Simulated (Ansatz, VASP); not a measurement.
Sn in VASP and in Ansatz

The input INCAR:

```
SYSTEM = Sn
ALGO = Fast ; EDIFF = 1E-7
ENCUT = 520 ; GGA = PE
ISIF = 2 ; ISMEAR = -1
LASPH = .TRUE. ; LCHARG = .FALSE.
LREAL = .FALSE. ; LWAVE = .FALSE.
NBANDS = 13 ; NELM = 100
PREC = Accurate ; SIGMA = 0.05
```

Contents of KPOINTS:

```
k-points
0
G
  10 10 10
  0 0 0
```

Contents of POSCAR:

```
Sn
1.0
   -1.8779300000      1.8983980000      1.9102480000
    1.8946180000     -1.8698070000      1.8983450000
    1.8874050000      1.8792820000     -1.8816570000
Sn
1
Direct
    0.0096000000      0.0063090000     -0.0032590000
```

Contents of input.yaml:

```yaml
crystal:
  lattice:
    - [-1.87793, 1.898398, 1.910248]
    - [1.894618, -1.869807, 1.898345]
    - [1.887405, 1.879282, -1.881657]
  atoms:
    - { symbol: Sn, position: [0.0096, 0.006309, -0.003259] }
kpoints:
  mp_grid: { grid: [10, 10, 10] }
scf:
  occupations: { method: fermi_dirac, width: 0.05 }
hamiltonian:
  xc: pbe
  pseudopotentials: { kind: all_electron, lapw: { basis_error: 0.001 } }
output:
  forces: true
  stress: true
  eigenvalues: true
  populations: true
```

Change from the starting cell: cell strained at random at fixed volume.

Alike in both runs: task single point; functional PBE; k mesh 10 × 10 × 10; occupations fermi-dirac, width 0.05 eV; no spin polarisation.

|  | VASP | Ansatz |
| --- | --- | --- |
| version | VASP 6.6.1 | Ansatz 0.2.0 |
| potentials or method | VASP PAW PBE potentials, release 64 (Sn_d), cutoff 520 eV | all-electron LAPW, scalar-relativistic |

```tsv
	VASP	Ansatz	Ansatz less VASP
gap on the k mesh at the Fermi level (eV)	none	none	-
pressure (GPa)	0.6	0.6	+0.06
traceless stress, the component that is largest in VASP (GPa)	0.34	0.34	0.000
```

A gap of «none» marks a metal or a gap that the smearing closes. Ansatz ran all-electron here, and VASP with PAW potentials.
